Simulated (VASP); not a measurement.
# Ge (Cmcm) in VASP: a series of runs, part 2 of 2

VASP 6.6.1. The steps go on from the part before.

### 4 Single point, PBEsol (strain +0.0200 x Voigt [0, 1, 0, 0, 0, 0])

INCAR reads:

```
SYSTEM = Ge
ALGO = Normal
EDIFF = 1E-6
ENCUT = 520
GGA = PS
ISIF = 2
ISMEAR = 0
LASPH = .True.
LCHARG = .True.
LELF = .True.
LREAL = .False.
LVHAR = .True.
LWAVE = .False.
NBANDS = 36
NELM = 60
PREC = Accurate
SIGMA = 0.15
```

KPOINTS reads:

```
k-points
0
Gamma
  12 12 8
  0 0 0
```

POSCAR reads:

```
Ge
1.0
    3.9969678618      0.0000000000      0.0000000000
   -1.9984839309      3.5307052205      0.0000000000
    0.0000000000      0.0000000000      6.5963651449
Ge
4
Direct
    0.6666666667      0.3333333333      0.0629118567
    0.3333333333      0.6666666667      0.5629118567
    0.6666666667      0.3333333333      0.4370881433
    0.3333333333      0.6666666667      0.9370881433
```

Potentials or basis: VASP PAW PBE potentials, release 64 (Ge_d).

On the command line:

```sh
$ cat potpaw_PBE.64/Ge_d/POTCAR > POTCAR
$ mpirun -np 1 vasp_std > vasp.out
```

OUTCAR:

```text
SYSTEM = Ge
   EDIFF = 1E-6
   ENCUT = 520
   GGA = PS
   ISIF = 2
   ISMEAR = 0
   LASPH = .True.
   LREAL = .False.
   NELM = 60
   PREC = Accurate

 ion  position               nearest neighbor table
   1  0.667  0.333  0.063-   4 2.46   4 2.46   3 2.47   4 2.50
   2  0.333  0.667  0.563-   3 2.46   3 2.46   4 2.47   3 2.50
   3  0.667  0.333  0.437-   2 2.46   2 2.46   1 2.47   2 2.50
   4  0.333  0.667  0.937-   1 2.46   1 2.46   2 2.47   1 2.50

  LATTYP: Found a base centered orthorhombic cell.
 ALAT       =     3.9969678618
 B/A-ratio  =     1.7666918237
 C/A-ratio  =     1.6503423027

  Lattice vectors:

 A1 = (   1.9984839309,  -3.5307052205,   0.0000000000)
 A2 = (   1.9984839309,   3.5307052205,   0.0000000000)
 A3 = (   0.0000000000,   0.0000000000,   6.5963651449)

Analysis of symmetry for initial positions (statically):
=====================================================================
 Subroutine PRICEL returns:
 Original cell was already a primitive cell.

 Routine SETGRP: Setting up the symmetry group for a
 base centered orthorhombic supercell.

 Subroutine GETGRP returns: Found  8 space group operations
 (whereof  4 operations were pure point group operations)
 out of a pool of  8 trial point group operations.

The static configuration has the point symmetry C_2h.
 The point group associated with its full space group is D_2h.

Analysis of symmetry for dynamics (positions and initial velocities):
=====================================================================
 Subroutine PRICEL returns:
 Original cell was already a primitive cell.

 Routine SETGRP: Setting up the symmetry group for a
 base centered orthorhombic supercell.

 Subroutine GETGRP returns: Found  8 space group operations
 (whereof  4 operations were pure point group operations)
[... 123 lines left out ...]
   EFERMI_NEDOS =   21; number of points for ismear=-14 and -15
   IALGO  =     38    algorithm
   IMIX   =      4    mixing-type and parameters
     AMIX     =   0.40;   BMIX     =  1.00
     AMIX_MAG =   1.60;   BMIX_MAG =  1.00
  volume/ion in A,a.u.               =      23.27       157.05
  Fermi-wavevector in a.u.,A,eV,Ry     =   1.381991  2.611584 25.985758  1.909899
  Thomas-Fermi vector in A             =   2.506724
   LORBIT       =      0    0 simple, 1 ext, 2 COOP (PROOUT), +10 PAW based schemes
   GGA     = PS    functional components
   LHFCALC =     F    Hartree Fock is set to
   AEXX    =    0.0000 exact exchange contribution
   IVDW    =     0    specifies the selected vdW correction
   LEPSILON=     F    determine dielectric tensor
   LRPA    =     F    only Hartree local field effects (RPA)
 non-spin polarized calculation
 Gauss-broadening in eV      SIGMA  =   0.15
  energy-cutoff  :      520.00
  volume of cell :       93.09
 maximum number of plane-waves:      2537
 NGX is ok and might be reduce to    30
   NGX = 15   NGY = 15   NGZ = 25

 number of electron      56.0000011 magnetization

 Free energy of the ion-electron system (eV)
  ---------------------------------------------------
  ext. energy  EPLUGINS =         0.00000000
  ---------------------------------------------------
  free energy    TOTEN  =       -19.66723922 eV

  energy without entropy =      -19.66570022  energy(sigma->0) =      -19.66646972

 E-fermi :   4.6657     XC(G=0):  -9.9925

 val. band max:        4.6545441361   @ k =   0.0000   0.0833   0.0000
 cond. band min:       4.6950701442   @ k =   0.0000   0.0000   0.1250
 fundamental gap:      0.0405260081
 Fermi energy:         4.6657352989

 k-point     1 :       0.0000    0.0000    0.0000
  band No.  band energies     occupation
      1     -20.1705      2.00000
      2     -20.1589      2.00000
      3     -20.1358      2.00000
      4     -20.1334      2.00000
      5     -20.1223      2.00000
      6     -20.1188      2.00000
[... 925 lines left out ...]
     35      12.0050      0.00000
     36      12.3300      0.00000

 [... further k-points ...]

------------------------ aborting loop because EDIFF is reached ----------------------------------------

  FORCE on cell =-STRESS in cart. coord.  units (eV):
  Direction    XX          YY          ZZ          XY          YZ          ZX
  --------------------------------------------------------------------------------------
  -------------------------------------------------------------------------------------
  Total       -0.3714626     -1.8322568     -0.1783841      0.0000000      0.0000000      0.0000000
  in kB       -6.3933551    -31.5355283     -3.0702231      0.0000000      0.0000000      0.0000000
  external PRESSURE =     -13.6663689 kB  Pullay stress =       0.0000000 kB

 VOLUME and BASIS-vectors are now :
 -----------------------------------------------------------------------------
  energy-cutoff  :      520.00
  volume of cell :       93.09
      direct lattice vectors                 reciprocal lattice vectors
     3.996967862  0.000000000  0.000000000     0.250189652  0.141614768  0.000000000
    -1.998483931  3.530705220  0.000000000     0.000000000  0.283229536  0.000000000
     0.000000000  0.000000000  6.596365145     0.000000000  0.000000000  0.151598642

 POSITION                                       TOTAL-FORCE (eV/Angst)
 -----------------------------------------------------------------------------------
      1.99848      1.17690      0.41499         0.000000     -0.124463     -0.096005
     -0.00000      2.35380      3.71317        -0.000000      0.124463     -0.096005
      1.99848      1.17690      2.88319         0.000000     -0.124463      0.096005
     -0.00000      2.35380      6.18138        -0.000000      0.124463      0.096005
 -----------------------------------------------------------------------------------
    total drift:                                0.000000     -0.000000      0.000000

  FREE ENERGIE OF THE ION-ELECTRON SYSTEM (eV)
  ---------------------------------------------------
  free  energy   TOTEN  =       -19.6672392250 eV

  energy  without entropy=      -19.6657002240  energy(sigma->0) =      -19.66646972
```

stdout:

```text
POSCAR found type information on POSCAR Ge
 POSCAR found :  1 types and       4 ions
 scaLAPACK will be used
 -----------------------------------------------------------------------------
|                                                                             |
|                                                                             |
|     You enforced a specific xc type in the INCAR file but a different       |
|     I HOPE YOU KNOW WHAT YOU ARE DOING!                                     |
|                                                                             |
 -----------------------------------------------------------------------------

 LDA part: xc-table for (Slater+PW92), standard interpolation
 POSCAR, INCAR and KPOINTS ok, starting setup
 FFT: planning ... GRIDC
 FFT: planning ... GRID_SOFT
 FFT: planning ... GRID
 WAVECAR not read
 entering main loop
```

Wall time 11 min (1 thread of Oxide Virtual Turin-like, shared host); peak memory 0.54 GiB.

Results:

```
Free energy            : -19.6672 eV
Pressure               : -1.4 GPa
Largest force          : 0.157 eV/Å
Band gap on the k mesh : zero (band 28 reaches 4.65 eV, above the bottom of band 29 at 4.57 eV)
```

Forces on the atoms (eV/Å):
```
Ge   0.000 -0.124 -0.096
Ge   0.000  0.124 -0.096
Ge   0.000 -0.124  0.096
Ge   0.000  0.124  0.096
```

Caveat: the cell differs from its parent crystal (strain +0.0200 x Voigt [0, 1, 0, 0, 0, 0]); the PAW data sets were made with another functional, which shifts forces and pressure a little.

### 5 Overview

```tsv
cell	gap on the mesh (eV)	pressure (GPa)	largest force (eV/Å)
a = 3.997, b = 4.042, c = 6.596 Å, angles 90.0, 90.0, 119.6°, 4 atoms	none	-1.1	0.12
a = 3.997, b = 4.050, c = 6.596 Å, angles 90.0, 90.0, 119.6°, 4 atoms	none	-1.2	0.14
a = 3.997, b = 4.057, c = 6.596 Å, angles 90.0, 90.0, 119.5°, 4 atoms	none	-1.4	0.16
```

Alike in all rows: task single point; level PBEsol; potentials or basis VASP PAW PBE potentials, release 64 (Ge_d); no spin polarisation; k mesh 12 × 12 × 8; cutoff (eV) 520; smearing gaussian 0.15 eV.

Caveats: the PAW data sets were made with another functional, which shifts forces and pressure a little.

Total energies depend on the potentials used, so only differences within one code and one set of settings carry meaning.
